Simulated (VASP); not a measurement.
The system is GaAs.

```
Ga As
1.0
     0.00000    2.87509    2.87509
     2.87509    0.00000    2.87509
     2.87509    2.87509    0.00000
Ga As
1 1
Cartesian
  0.0000 0.0000 0.0000
  4.3126 4.3126 4.3126
```

| Item | Value |
| --- | --- |
| Program | VASP 6.6.1 |
| Task | relaxation of cell and atoms |
| Functional | LDA |
| Potentials or basis | VASP PAW LDA potentials, release 64 (Ga_d, As) |
| Cutoff | 600 eV |
| k mesh | 12 × 12 × 12 |
| Occupations | gaussian, width 0.1 eV |
| Spin | no spin polarisation |

At the start: pressure -4.6 GPa; volume 23.77 Å³/atom.

Question: How do energy, volume and symmetry change on relaxing?

Answer: Over 20 steps the energy falls by 25.9 meV/atom and the volume is 22.09 Å³/atom (-7.1 %); space group F-43m (No. 216, to 0.1 Å) before and after.

Step by step:
```tsv
step	energy change (eV)	largest force (eV/Å)	pressure (GPa)	volume (Å³)
1	0.0000	0.0000	-4.59	47.53
2	-0.0444	0.0000	2.10	43.00
3	-0.0519	0.0000	0.03	44.16
4	-0.0519	0.0000	-0.16	44.22
5	-0.0519	0.0000	-0.06	44.22
6	-0.0519	0.0000	-0.11	44.22
7	-0.0519	0.0000	-0.09	44.21
8	-0.0519	0.0000	-0.10	44.21
9	-0.0519	0.0000	-0.10	44.21
10	-0.0519	0.0000	-0.10	44.21
11	-0.0519	0.0000	-0.03	44.20
12	-0.0519	0.0000	-0.08	44.20
13	-0.0519	0.0000	-0.03	44.20
14	-0.0519	0.0000	-0.07	44.20
15	-0.0519	0.0000	-0.07	44.19
16	-0.0519	0.0000	-0.03	44.19
17	-0.0519	0.0000	0.02	44.17
18	-0.0519	0.0000	-0.08	44.18
19	-0.0519	0.0000	0.02	44.17
20	-0.0519	0.0000	-0.01	44.17
```

Final structure:
```xyz
2
Lattice="0.0000 2.8057 2.8057 2.8057 0.0000 2.8057 2.8057 2.8057 0.0000" Properties=species:S:1:pos:R:3 pbc="T T T"
Ga    0.0000    0.0000    0.0000
As    4.2086    4.2086    4.2086
```
